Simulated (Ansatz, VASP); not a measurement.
# CoSi2: VASP beside Ansatz

```xyz
3
Lattice="0.0000 2.6802 2.6802 2.6802 0.0000 2.6802 2.6802 2.6802 0.0000" Properties=species:S:1:pos:R:3 pbc="T T T"
Co    0.0000   -0.1115    0.0000
Si    1.2991    1.4571    1.3401
Si    4.0613    4.1373    4.0203
```

Change from the starting cell: mode 4 frozen in at -0.041 Å and mode 8 at -0.117 Å (largest displacements).

Alike in both runs: task single point; functional PBE; k mesh 12 × 12 × 12; occupations gaussian, width 0.15 eV; no spin polarisation.

|  | VASP | Ansatz |
| --- | --- | --- |
| version | VASP 6.6.1 | Ansatz 0.2.0 |
| potentials or method | VASP PAW PBE potentials, release 64 (Co, Si), cutoff 520 eV | scalar-relativistic, plane waves, PAW |
| valence electrons in the cell | 17 | 25 |

|  | VASP | Ansatz | Ansatz less VASP |
| --- | --- | --- | --- |
| gap on the k mesh at the Fermi level (eV) | none | none | - |
| pressure (GPa) | 4.2 | 4.4 | +0.18 |
| traceless stress, the component that is largest in VASP (GPa) | 3.28 | 3.27 | -0.013 |
| rms of the force components (eV/Å) | 1.125 | 1.120 | -0.0048 |

Atom by atom the forces differ by 0.005 eV/Å (rms over components). A gap of «none» marks a metal or a gap that the smearing closes. The functional is the same, so the differences come from potentials, cutoffs and numerics. VASP's potentials hold 17 valence electrons a cell and Ansatz's 25, so a difference there can come from the potentials and not from the codes.
